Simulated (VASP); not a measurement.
Wanted: the native input for a VASP 6.6.1 run.

```yaml
Task: single point
Functional: PBE
Potentials_or_basis: VASP PAW PBE potentials, release 64 (Si, O)
Cutoff: 520 eV
k_mesh: 2 × 2 × 2
Occupations: fermi-dirac, width 0.05 eV
Spin: collinear spin, ferromagnetic start
Starting_moments: "[0.0, 0.0, 0.0, 0.0, 0.0, 0.0, 0.0, 0.0, 0.0, 0.0, 0.0, 0.0, 0.0, 0.0, 0.0, 0.0, 1.0] μB"
Dipole_correction: no
Further_INCAR_settings: LREAL = Auto; ALGO = Normal; EDIFF = 1e-06; NBANDS = 53
```

The structure of Si16O (a cell with a defect) lies in POSCAR:

```
Si16O
1.0
    0.0000000000      5.4300000000      5.4300000000
    5.4300000000      0.0000000000      5.4300000000
    5.4300000000      5.4300000000      0.0000000000
Si O
16 1
Direct
    0.0974033149     -0.0279373849     -0.0031307551
    0.1769244936      0.0766482505      0.2026151013
    0.0006998158     -0.0625966851      0.5731860037
    0.1235267035      0.1255709024      0.6584990792
    0.0085819521      0.4735174954      0.0281031308
    0.1179742173      0.5900184162      0.1774585635
   -0.0615101289      0.5664640884      0.5233701657
    0.1279005525      0.5654143646      0.6569244936
    0.5756998158     -0.0986279926      0.0204511971
    0.7101749540      0.0516114180      0.1181491713
    0.5581952118     -0.0136832413      0.4838858195
    0.6192357274      0.0905801105      0.6748526703
    0.5366850829      0.4177532228     -0.0021178637
    0.6504327808      0.5602486188      0.0938950276
    0.5326611418      0.4493093923      0.4754604052
    0.5611694291      0.6134714549      0.6194014733
    0.3476979742      0.1889686924      0.4431123389
```

The input as run:

INCAR

```
ALGO     = Normal         # electronic algorithm
EDIFF    = 1E-6           # SCF threshold, eV
ENCUT    = 520            # plane-wave cutoff, eV
GGA      = PE             # functional
ISIF     = 2              # what is computed and relaxed
ISMEAR   = -1             # smearing method
ISPIN    = 2              # spin polarisation
LASPH    = T              # aspherical terms in the spheres
LCHARG   = F              # write CHGCAR
LORBIT   = 11             # projections on sites
LREAL    = Auto         
LWAVE    = F              # write WAVECAR
MAGMOM   = 0 0 0 0 0 0 0 0 0 0 0 0 0 0 0 0 1 # initial moments
NBANDS   = 53             # bands
NELM     = 150            # most SCF steps
PREC     = Accurate       # precision mode
SIGMA    = 0.05           # smearing width, eV
```

KPOINTS

```
k-points
0
Gamma
  2 2 2
```

Potentials or basis: VASP PAW PBE potentials, release 64 (Si, O).

The run is started by

```sh
$ cat potpaw_PBE.64/Si/POTCAR potpaw_PBE.64/O/POTCAR > POTCAR
$ mpirun -np 1 vasp_std > vasp.out
```

It gave:

```yaml
Pressure: 2.6 GPa
Largest_force: 3.672 eV/Å
Band_gap_on_the_k_mesh: 0.06 eV
Net_moment: 0.00 μB per cell
Valence_electrons_inside_the_program's_atomic_spheres: Si 1.67, 1.60, 1.65, 1.59, 1.66, 1.63, 1.71, 1.70, 1.69, 1.73, 1.75 (each value once); O 5.13
```

Caveat: the k points lie up to 0.50 Å⁻¹ apart; the atoms stand as in a frame of molecular dynamics; semilocal functionals underestimate gaps, and a narrow one can read as zero.

Run time: 13 min on 1 thread of Oxide Virtual Turin-like Processor, with other jobs on the host, peak memory 0.67 GiB.
